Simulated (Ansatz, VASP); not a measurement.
# Two plane-wave programs on TiB2

POSCAR

```
TiB2
1.0
    3.0292000000      0.0000000000      0.0000000000
   -1.5146000000      2.6233640000      0.0000000000
    0.0000000000      0.0000000000      3.2284000000
Ti B
1 2
Direct
    0.0000000000      0.0000000000      0.0000000000
    0.3333333333      0.6666666667      0.5000000000
    0.6666666667      0.3333333333      0.5000000000
```

INCAR.step1

```
SYSTEM = TiB2
  ALGO = Normal
  EDIFF = 1E-5
  ENCUT = 550
  GGA = PE
  GGA_COMPAT = .False.
  ISMEAR = 1
  LASPH = .True.
  LCHARG = .False.
  LREAL = .False.
  LWAVE = .True.
  NBANDS = 16
  NELM = 120
  PREC = Accurate
  SIGMA = 0.15
```

File INCAR.step2:

```
SYSTEM = TiB2
  ALGO = Normal
  EDIFF = 1E-6
  ENCUT = 550
  GGA_COMPAT = .False.
  ISIF = 2
  ISMEAR = 1
  ISTART = 1
  LASPH = .True.
  LCHARG = .True.
  LELF = .True.
  LMIXTAU = .True.
  LREAL = .False.
  LVHAR = .True.
  LWAVE = .False.
  METAGGA = R2SCAN
  NBANDS = 16
  NELM = 120
  PREC = Accurate
  SIGMA = 0.15
```

The input KPOINTS:

```
k-points
0
Gamma
  10 10 9
  0 0 0
```

Input for Ansatz:

```yaml
crystal:
  lattice:
    - [3.0292, 0.0, 0.0]
    - [-1.5146, 2.623364, 0.0]
    - [0.0, 0.0, 3.2284]
  atoms:
    - { symbol: Ti, position: [0.0, 0.0, 0.0] }
    - { symbol: B, position: [0.3333333333333333, 0.6666666666666666, 0.5] }
    - { symbol: B, position: [0.6666666666666666, 0.3333333333333333, 0.5] }
basis:
  ecutwfc: 500.0
kpoints:
  mp_grid:
    grid: [10, 10, 9]
hamiltonian:
  xc: r2scan
  pseudopotentials:
    kind: paw
scf:
  occupations:
    method: cold
    width: 0.15
output:
  forces: true
  stress: true
```

Alike in both runs: task single point; functional r2SCAN; k mesh 10 × 10 × 9; no spin polarisation.

```csv
,VASP,Ansatz
version,VASP 6.6.1,Ansatz 0.2.0
potentials or method,"VASP PAW PBE potentials, release 64 (Ti_sv, B), cutoff 550 eV","plane waves, PAW"
occupations,"methfessel-paxton of order 1, width 0.15 eV","cold, width 0.15 eV"
valence electrons in the cell,18,18
```

Ansatz gave:

```
pressure (GPa)                                                : -1.2
traceless stress, the component that is largest in VASP (GPa) : 0.58
```

What did VASP give for the same quantities?

Pressure (GPa): -0.4; traceless stress, the component that is largest in VASP (GPa): 0.52.

VASP's potentials were made for PBE, not for r2SCAN.
